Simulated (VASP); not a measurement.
# Mo (I4/mmm) in VASP: a series of runs

Mo is run at these levels: PBE; tasks: single point.

Everything below comes from runs of VASP 6.6.1. Logs are shortened: lines on timing, memory, paths and dates and some standing lists are left out, and cuts for length are marked.

## Step 1: The cell of the first run

Symmetry: I4/mmm, No. 139, tetragonal system. Conventional cell: a = 3.527 Å, b = 3.527 Å, c = 2.494 Å, α = 90.00°, β = 90.00°, γ = 90.00°. Mo (site symmetry 4/mmm) has 10 Mo at 2.49 to 2.79 Å within 3.3 Å.

## Step 2: Single point, PBE

The input, INCAR:

```
PREC = Accurate ; ENCUT = 520
EDIFF = 1E-6 ; ISMEAR = 0
SIGMA = 0.15 ; LREAL = False
LASPH = True ; NELM = 80
ALGO = Fast ; ISIF = 2
LWAVE = False ; LCHARG = False
GGA = PE ; NBANDS = 13
```

The input, KPOINTS:

```
Automatic mesh
0
Gamma
  24 24 24
```

The input, POSCAR:

```
Mo
1.0
   -1.7634766507      1.7634766507      1.2467779921
    1.7634766507     -1.7634766507      1.2467779921
    1.7634766507      1.7634766507     -1.2467779921
Mo
1
Direct
    0.0000000000      0.0000000000      0.0000000000
```

Potentials or basis: VASP PAW PBE potentials, release 64 (Mo_sv).

Run with:

```sh
> cat potpaw_PBE.64/Mo_sv/POTCAR > POTCAR
> mpirun -np 1 vasp_std > vasp.out
```

OUTCAR:

```text
PREC = Accurate
   ENCUT = 520
   EDIFF = 1E-6
   ISMEAR = 0
   LREAL = False
   LASPH = True
   NELM = 80
   ISIF = 2
   GGA = PE

 ion  position               nearest neighbor table
   1  0.000  0.000  0.000-

  LATTYP: Found a body centered tetragonal cell.
 ALAT       =     3.5269533014
 C/A-ratio  =     0.7070000000

  Lattice vectors:

 A1 = (  -1.7634766507,   1.7634766507,   1.2467779921)
 A2 = (   1.7634766507,  -1.7634766507,   1.2467779921)
 A3 = (   1.7634766507,   1.7634766507,  -1.2467779921)

Analysis of symmetry for initial positions (statically):
=====================================================================
 Subroutine PRICEL returns:
 Original cell was already a primitive cell.

 Routine SETGRP: Setting up the symmetry group for a
 body centered tetragonal supercell.

 Subroutine GETGRP returns: Found 16 space group operations
 (whereof 16 operations were pure point group operations)
 out of a pool of 16 trial point group operations.

The static configuration has the point symmetry D_4h.

Analysis of symmetry for dynamics (positions and initial velocities):
=====================================================================
 Subroutine PRICEL returns:
 Original cell was already a primitive cell.

 Routine SETGRP: Setting up the symmetry group for a
 body centered tetragonal supercell.

 Subroutine GETGRP returns: Found 16 space group operations
 (whereof 16 operations were pure point group operations)
 out of a pool of 16 trial point group operations.

The dynamic configuration has the point symmetry D_4h.

 Subroutine INISYM returns: Found 16 space group operations
 (whereof 16 operations are pure point group operations),
 and found     1 'primitive' translations

----------------------------------------------------------------------------------------

                                     Primitive cell

  volume of cell :      15.5092

  direct lattice vectors                    reciprocal lattice vectors
    -1.763476651  1.763476651  1.246777992     0.000000000  0.283530831  0.401033707
     1.763476651 -1.763476651  1.246777992     0.283530831  0.000000000  0.401033707
     1.763476651  1.763476651 -1.246777992     0.283530831  0.283530831  0.000000000

  length of vectors
     2.788217200  2.788217200  2.788217200     0.491139253  0.491139253  0.400973146

  position of ions in fractional coordinates (direct lattice)
     0.000000000  0.000000000  0.000000000

  ion indices of the primitive-cell ions
   primitive index   ion index
                 1           1

----------------------------------------------------------------------------------------

 KPOINTS: Automatic mesh

Automatic generation of k-mesh.
 Grid dimensions read from file:
 generate k-points for:   24   24   24

 Generating k-lattice:

  Cartesian coordinates                     Fractional coordinates (reciprocal lattice)
     0.000000000  0.011813785  0.016709738     0.041666667  0.000000000  0.000000000
     0.011813785  0.000000000  0.016709738     0.000000000  0.041666667  0.000000000
     0.011813785  0.011813785  0.000000000     0.000000000  0.000000000  0.041666667

  Length of vectors
     0.020464136  0.020464136  0.016707214

  Shift w.r.t. Gamma in fractional coordinates (k-lattice)
     0.000000000  0.000000000  0.000000000

 Subroutine IBZKPT returns following result:
 ===========================================

 Found   1063 irreducible k-points:

 Following reciprocal coordinates:
            Coordinates               Weight
  0.000000  0.000000  0.000000      1.000000
  0.041667 -0.000000  0.000000      8.000000
  0.083333  0.000000 -0.000000      8.000000
  0.125000  0.000000  0.000000      8.000000
  0.166667  0.000000  0.000000      8.000000
  0.208333  0.000000 -0.000000      8.000000
[... 16 lines left out ...]
  0.416667  0.041667  0.000000     16.000000
  0.458333  0.041667  0.000000     16.000000
 [... further k-points ...]
   k-points           NKPTS =   1063   k-points in BZ     NKDIM =   1063   number of bands    NBANDS=     13
   number of dos      NEDOS =    301   number of ions     NIONS =      1
   total plane-waves  NPLWV =  13824
   dimension x,y,z NGX =    24 NGY =   24 NGZ =   24
   dimension x,y,z NGXF=    48 NGYF=   48 NGZF=   48
   ions per type =               1
   NGX,Y,Z   is equivalent  to a cutoff of  14.31, 14.31, 14.31 a.u.
   NGXF,Y,Z  is equivalent  to a cutoff of  28.62, 28.62, 28.62 a.u.
 SYSTEM =  unknown system
   PREC   = accura    normal or accurate (medium, high low for compatibility)
   ISTART =      0    job   : 0-new  1-cont  2-samecut
   ICHARG =      2    charge: 1-file 2-atom 10-const
   ISPIN  =      1    spin polarized calculation?
   LNONCOLLINEAR =      F non collinear calculations
   LSORBIT =      F    spin-orbit coupling
   LASPH  =      T    aspherical Exc in radial PAW
   ENCUT  =  520.0 eV  38.22 Ry    6.18 a.u.   5.18  5.18  5.18*2*pi/ulx,y,z
   NELM   =     80;   NELMIN=  2; NELMDL= -5     # of ELM steps
   EDIFF  = 0.1E-05   stopping-criterion for ELM
   LREAL  =      F    real-space projection
   EDIFFG = 0.1E-04   stopping-criterion for IOM
   NSW    =      0    number of steps for IOM
   IBRION =     -1    ionic relax: 0-MD 1-quasi-New 2-CG
   NFREE  =      0    steps in history (QN), initial steepest desc. (CG)
   ISIF   =      2    stress and relaxation
   ISYM   =      2    0-nonsym 1-usesym 2-fastsym
   POTIM  = 0.5000    time-step for ionic-motion
   TEBEG  =    0.0;   TEEND  =   0.0 temperature during run
   PSTRESS=    0.0 pullay stress
   NELECT =      14.0000    total number of electrons
   NUPDOWN=      -1.0000    fix difference up-down
   EMIN   =  10.00;   EMAX   =-10.00  energy-range for DOS
   EFERMI =   0.00;   METHOD = LEGACY
   ISMEAR =     0;   SIGMA  =   0.15  broadening in eV -4-tet -1-fermi 0-gaus
   EFERMI_NEDOS =   21; number of points for ismear=-14 and -15
   IALGO  =     68    algorithm
   IMIX   =      4    mixing-type and parameters
     AMIX     =   0.40;   BMIX     =  1.00
     AMIX_MAG =   1.60;   BMIX_MAG =  1.00
  volume/ion in A,a.u.               =      15.51       104.66
  Fermi-wavevector in a.u.,A,eV,Ry     =   1.582176  2.989878 34.059184  2.503279
  Thomas-Fermi vector in A             =   2.682139
   LORBIT       =      0    0 simple, 1 ext, 2 COOP (PROOUT), +10 PAW based schemes
   GGA     = PE    functional components
   LHFCALC =     F    Hartree Fock is set to
   AEXX    =    0.0000 exact exchange contribution
   IVDW    =     0    specifies the selected vdW correction
   LEPSILON=     F    determine dielectric tensor
   LRPA    =     F    only Hartree local field effects (RPA)
 non-spin polarized calculation
 RMM-DIIS sequential band-by-band and
 Gauss-broadening in eV      SIGMA  =   0.15
  energy-cutoff  :      520.00
  volume of cell :       15.51
 maximum number of plane-waves:       429
 NGX is ok and might be reduce to    24
   NGX = 11   NGY = 11   NGZ = 11

 number of electron      13.9999999 magnetization

 Free energy of the ion-electron system (eV)
  ---------------------------------------------------
  ext. energy  EPLUGINS =         0.00000000
  ---------------------------------------------------
  free energy    TOTEN  =       -10.30921755 eV

  energy without entropy =      -10.30040915  energy(sigma->0) =      -10.30481335

 E-fermi :  12.7944     XC(G=0): -13.3698

 val. band max:       12.7927385234   @ k =  -0.3750  -0.3750   0.2083
 cond. band min:      12.7960309653   @ k =  -0.2083   0.4583   0.2083
 fundamental gap:      0.0032924419
 Fermi energy:        12.7944384281

 k-point     1 :       0.0000    0.0000    0.0000
  band No.  band energies     occupation
      1     -48.5205      2.00000
      2     -21.9022      2.00000
      3     -21.9022      2.00000
      4     -21.1473      2.00000
      5       5.5621      2.00000
      6       9.1910      2.00000
      7      10.6606      2.00000
      8      14.1139      0.00000
      9      14.1139      0.00000
     10      15.8311      0.00000
     11      26.3576      0.00000
     12      26.3576      0.00000
     13      34.5075      0.00000

 k-point     2 :       0.0417   -0.0000    0.0000
  band No.  band energies     occupation
      1     -48.5126      2.00000
      2     -21.9087      2.00000
      3     -21.9071      2.00000
      4     -21.1879      2.00000
      5       5.6552      2.00000
      6       9.2347      2.00000
      7      10.7399      2.00000
      8      14.0066      0.00000
      9      14.0130      0.00000
     10      15.7766      0.00000
     11      26.5665      0.00000
     12      26.5715      0.00000
     13      34.0364      0.00000

 k-point     3 :       0.0833    0.0000   -0.0000
  band No.  band energies     occupation
      1     -48.4895      2.00000
      2     -21.9293      2.00000
      3     -21.9213      2.00000
      4     -21.3046      2.00000
      5       5.9257      2.00000
      6       9.3562      2.00000
      7      10.9707      2.00000
      8      13.7160      0.00000
      9      13.7473      0.00000
     10      15.6324      0.00000
     11      27.1346      0.00000
     12      27.1811      0.00000
     13      32.8958      0.00000

 k-point     4 :       0.1250    0.0000    0.0000
  band No.  band energies     occupation
      1     -48.4524      2.00000
      2     -21.9691      2.00000
      3     -21.9439      2.00000
      4     -21.4801      2.00000
      5       6.3455      2.00000
      6       9.5223      2.00000
      7      11.3213      2.00000
      8      13.3435      0.00000
      9      13.4137      0.00000
     10      15.4337      0.00000
     11      27.8834      0.00000
     12      28.1082      0.00000
     13      31.6522      0.00000

 k-point     5 :       0.1667    0.0000    0.0000
  band No.  band energies     occupation
      1     -48.4038      2.00000
      2     -22.0475      2.00000
      3     -21.9731      2.00000
      4     -21.6768      2.00000
      5       6.8611      2.00000
      6       9.6665      2.00000
      7      11.6827      2.00000
      8      13.1009      0.00386
      9      13.1457      0.00093
     10      15.2069      0.00000
     11      28.3887      0.00000
     12      29.2578      0.00000
     13      30.8036      0.00000
[... 257 lines left out ...]
 k-point    22 :       0.3750    0.0417    0.0000
  band No.  band energies     occupation
      1     -48.0783      2.00000
      2     -23.3457      2.00000
      3     -22.1455      2.00000
      4     -22.0397      2.00000
      5       7.5530      2.00000
      6       8.5835      2.00000
      7      13.7767      0.00000
      8      14.3153      0.00000
      9      15.7121      0.00000
     10      17.6259      0.00000
     11      24.8211      0.00000
     12      28.5764      0.00000
     13      28.9379      0.00000

 k-point    23 :       0.4167    0.0417    0.0000
  band No.  band energies     occupation
      1     -48.0504      2.00000
      2     -23.4575      2.00000
      3     -22.1658      2.00000
      4     -22.0571      2.00000
      5       7.4066      2.00000
      6       8.4238      2.00000
      7      13.8282      0.00000
      8      14.9863      0.00000
      9      16.3772      0.00000
     10      17.9970      0.00000
     11      24.8538      0.00000
     12      27.5212      0.00000
     13      27.7068      0.00000

 k-point    24 :       0.4583    0.0417    0.0000
  band No.  band energies     occupation
      1     -48.0386      2.00000
      2     -23.5013      2.00000
      3     -22.1790      2.00000
      4     -22.0660      2.00000
      5       7.3335      2.00000
      6       8.3549      2.00000
      7      13.8226      0.00000
      8      15.4970      0.00000
      9      16.8068      0.00000
     10      17.9395      0.00000
     11      25.1924      0.00000
     12      26.5695      0.00000
     13      27.1340      0.00000

 [... further k-points ...]

------------------------ aborting loop because EDIFF is reached ----------------------------------------

  FORCE on cell =-STRESS in cart. coord.  units (eV):
  Direction    XX          YY          ZZ          XY          YZ          ZX
  --------------------------------------------------------------------------------------
  -------------------------------------------------------------------------------------
  Total        0.5268785      0.5268785      4.3731484      0.0000000     -0.0000000      0.0000000
  in kB       54.4292720     54.4292720    451.7688224      0.0000000     -0.0000000      0.0000000
  external PRESSURE =     186.8757888 kB  Pullay stress =       0.0000000 kB

 VOLUME and BASIS-vectors are now :
 -----------------------------------------------------------------------------
  energy-cutoff  :      520.00
  volume of cell :       15.51
      direct lattice vectors                 reciprocal lattice vectors
    -1.763476651  1.763476651  1.246777992     0.000000000  0.283530831  0.401033707
     1.763476651 -1.763476651  1.246777992     0.283530831  0.000000000  0.401033707
     1.763476651  1.763476651 -1.246777992     0.283530831  0.283530831  0.000000000

 POSITION                                       TOTAL-FORCE (eV/Angst)
 -----------------------------------------------------------------------------------
      0.00000      0.00000      0.00000        -0.000000      0.000000     -0.000000
 -----------------------------------------------------------------------------------
    total drift:                               -0.000000     -0.000000      0.000000

  FREE ENERGIE OF THE ION-ELECTRON SYSTEM (eV)
  ---------------------------------------------------
  free  energy   TOTEN  =       -10.3092175465 eV

  energy  without entropy=      -10.3004091496  energy(sigma->0) =      -10.30481335
```

It took 2.1 min on 1 thread of AMD EPYC 9R45 (Zen 5), shared host; peak memory 0.28 GiB.

Results:

```
Free energy            : -10.3092 eV
Pressure               : 18.7 GPa
Band gap on the k mesh : zero (bands 7 and 8 overlap by 6.11 eV)
```

Caveat: the cell stands under pressure.

## Step 3: Single point, PBE

The input, INCAR:

```
SYSTEM = Mo
PREC     = Accurate       ! precision mode
ENCUT    = 520            ! plane-wave cutoff, eV
EDIFF    = 1E-6           ! SCF threshold, eV
ISMEAR   = 0              ! smearing method
SIGMA    = 0.15           ! smearing width, eV
LREAL    = .FALSE.        ! projectors in reciprocal space
LASPH    = .TRUE.         ! aspherical terms in the spheres
NELM     = 60             ! most SCF steps
ALGO     = Fast           ! electronic algorithm
ISIF     = 2              ! what is computed and relaxed
LWAVE    = .FALSE.        ! write WAVECAR
LCHARG   = .FALSE.        ! write CHGCAR
GGA      = PE             ! functional
NBANDS   = 13             ! bands
```

The input, KPOINTS:

```
regular mesh
0
G
  24 24 24
  0 0 0
```

The input, POSCAR:

```
Mo
1.0
   -1.6584531586      1.6584531586      1.4096851848
    1.6584531586     -1.6584531586      1.4096851848
    1.6584531586      1.6584531586     -1.4096851848
Mo
1
Direct
    0.0000000000      0.0000000000      0.0000000000
```

Potentials or basis: VASP PAW PBE potentials, release 64 (Mo_sv).

Run with:

```sh
> cat potpaw_PBE.64/Mo_sv/POTCAR > POTCAR
> mpirun -np 1 vasp_std > vasp.out
```

It took 98 s on 1 thread of AMD EPYC 9R45 (Zen 5), shared host; peak memory 0.26 GiB.

The run converged. Its results:

```yaml
Free_energy: -10.6941 eV
Pressure: 8.4 GPa
Band_gap_on_the_k_mesh: zero (bands 7 and 8 overlap by 5.41 eV)
```

Stress tensor (GPa, compression positive):
```
-3.56  0.00  0.00
 0.00 -3.56  0.00
 0.00  0.00 32.41
```

Levels at points of the mesh, in eV from the Fermi level:
```csv
k point,band 5,band 6,band 7,band 8,band 9,band 10
"(0.00, 0.00, 0.00)",-7.14,-2.41,-0.31,-0.31,0.24,2.80
"(0.50, 0.00, 0.00)",-5.31,-3.86,1.58,2.37,3.95,4.74
"(0.50, 0.50, 0.00)",-5.09,-1.71,0.12,0.93,1.70,4.70
"(0.50, 0.50, 0.50)",-5.57,-5.16,4.08,4.08,4.55,7.86
```

Caveat: the cell stands under pressure.
